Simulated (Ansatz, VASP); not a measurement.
Two plane-wave programs on ZnO

File INCAR:

```
PREC = Accurate
ENCUT = 600
EDIFF = 1E-6
ISMEAR = 0
SIGMA = 0.01
LREAL = False
LASPH = True
NELM = 120
ALGO = Normal
ISIF = 2
LWAVE = False
LCHARG = False
GGA = CA
NBANDS = 26
GGA_COMPAT = False
```

File KPOINTS:

```
regular mesh
0
Gamma
  12 12 4
```

File POSCAR:

```
ZnO
1.0
    3.2879671600      0.0000000000      0.0000000000
   -1.6439835800      2.8474630874      0.0000000000
    0.0000000000      0.0000000000      7.1304413500
Zn O
2 2
Direct
    0.0000000000      0.0000000000      0.7500000000
    0.0000000000      0.0000000000      0.2500000000
    0.3333333333      0.6666666667      0.2500000000
    0.6666666667      0.3333333333      0.7500000000
```

Input for Ansatz:

```yaml
crystal:
  lattice:
    a: 3.28796716
    b: 3.28796716
    c: 7.13044135
    alpha: 90.0
    beta: 90.0
    gamma: 120.0
  space_group: 194
  atoms:
    - { symbol: Zn, position: [0.0, 0.0, 0.75] }
    - { symbol: O, position: [0.3333333333333333, 0.6666666666666666, 0.25] }
basis:
  ecutwfc: 450.0
kpoints:
  mp_grid:
    grid: [12, 12, 4]
hamiltonian:
  xc: lda
scf:
  occupations:
    method: fixed
output:
  stress: true
```

Alike in both runs: task single point; functional LDA; k mesh 12 × 12 × 4; no spin polarisation.

|  | VASP | Ansatz |
| --- | --- | --- |
| version | VASP 6.6.1 | Ansatz 0.2.0 |
| potentials or method | VASP PAW LDA potentials, release 64 (Zn, O), cutoff 600 eV | plane waves, PAW |
| occupations | gaussian, width 0.01 eV | fixed |
| valence electrons in the cell | 36 | 36 |

Ansatz gave:

| Item | Value |
| --- | --- |
| pressure (GPa) | -8.2 |
| traceless stress, the component that is largest in VASP (GPa) | 6.42 |

Q: Estimate VASP's values.

A: Pressure (GPa): -7.6; traceless stress, the component that is largest in VASP (GPa): 5.62.

LDA's correlation is that of Perdew and Zunger in VASP and of Perdew and Wang (1992) in Ansatz.
